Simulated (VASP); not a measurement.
Wanted: the native input for a VASP 6.6.1 run.

```
Task                   : single point
Functional             : PBE
Potentials or basis    : VASP PAW PBE potentials, release 64 (Mn_pv, O)
Cutoff                 : 520 eV
k mesh                 : 4 × 4 × 7
Occupations            : fermi-dirac, width 0.1 eV
Spin                   : collinear spin, ferromagnetic start
Starting moments       : [4.5, 4.5, 0.0, 0.0, 0.0, 0.0] μB
Hubbard terms          : Mn d U = 6.7 eV
Dipole correction      : no
Further INCAR settings : ALGO = Normal; EDIFF = 1e-06; NBANDS = 38
```

The structure of MnO2 lies in POSCAR:

```
MnO2
1.0
    4.3950000000      0.0000000000      0.0000000000
    0.0000000000      4.3950000000      0.0000000000
    0.0000000000      0.0000000000      2.8600000000
Mn O
2 4
Direct
    0.0000000000      0.0000000000      0.0000000000
    0.5000000000      0.5000000000      0.5000000000
    0.3030000000      0.3030000000      0.0000000000
    0.1970000000      0.8030000000      0.5000000000
    0.6970000000      0.6970000000      0.0000000000
    0.8030000000      0.1970000000      0.5000000000
```

These files were run (other wordings do the same):

INCAR

```
SYSTEM = MnO2
  PREC = Accurate
  ENCUT = 520
  EDIFF = 1E-6
  ISMEAR = -1
  SIGMA = 0.1
  LREAL = .FALSE.
  LASPH = .TRUE.
  NELM = 150
  ALGO = Normal
  ISIF = 2
  LWAVE = .FALSE.
  LCHARG = .FALSE.
  ISPIN = 2
  MAGMOM = 4.5 4.5 0 0 0 0
  LORBIT = 11
  LMAXMIX = 4
  LDAU = .TRUE.
  LDAUTYPE = 2
  LDAUL = 2 -1
  LDAUU = 6.7 0
  LDAUJ = 0 0
  LDAUPRINT = 1
  GGA = PE
  NBANDS = 38
```

KPOINTS

```
regular mesh
0
G
  4 4 7
  0 0 0
```

Potentials or basis: VASP PAW PBE potentials, release 64 (Mn_pv, O).

The run is started by

```sh
$ cat potpaw_PBE.64/Mn_pv/POTCAR potpaw_PBE.64/O/POTCAR > POTCAR
$ mpirun -np 1 vasp_std > vasp.out
```

Results of the run:

- Pressure: 20.7 GPa
- Largest force: 0.080 eV/Å
- Net moment: 6.07 μB per cell
- Site moments: Mn +3.35; O -0.17 μB
- Valence electrons inside the program's atomic spheres: Mn 11.67; O 5.07

Caveat: only a ferromagnetic start was run, and an antiferromagnetic order may lie lower in energy.

Wall time 81 s on 1 thread of Intel Xeon 6975P-C, on a shared host, peak memory 0.24 GiB.
